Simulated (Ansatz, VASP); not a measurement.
MgSb2: VASP beside Ansatz

```
Mg Sb
1.0
     6.49831    0.00000    0.00000
     0.00000    7.61185    0.00000
     0.00000    0.00000    3.19134
Mg Sb
2 4
Direct
  0.00000 0.00000 0.00000
  0.50000 0.50000 0.50000
  0.14878 0.36464 0.00000
  0.85122 0.63536 0.00000
  0.64878 0.13536 0.50000
  0.35122 0.86464 0.50000
```

Alike in both runs: functional PBEsol; k mesh 6 × 6 × 12; occupations gaussian, width 0.1 eV; no spin polarisation.

Ansatz relaxed the structure, and its values are those at the end. VASP's run is a single point on that final structure, the one shown.

|  | VASP | Ansatz |
| --- | --- | --- |
| version | VASP 6.6.1 | Ansatz 0.2.0 |
| potentials or method | VASP PAW PBE potentials, release 64 (Mg, Sb), cutoff 520 eV | scalar-relativistic, plane waves, PAW |
| valence electrons in the cell | 24 | 80 |

VASP gave:

- gap on the k mesh at the Fermi level (eV): none
- pressure (GPa): 0.1
- rms of the force components (eV/Å): 0.014

**Question.** What did Ansatz give for the same quantities?

**Answer.** gap on the k mesh at the Fermi level (eV): none; pressure (GPa): 0.0; rms of the force components (eV/Å): 0.003.

VASP's potentials were made for PBE, not for PBEsol. A gap of «none» marks a metal or a gap that the smearing closes. VASP's potentials hold 24 valence electrons a cell and Ansatz's 80, so a difference there can come from the potentials and not from the codes.

Spin-orbit coupling is off throughout.
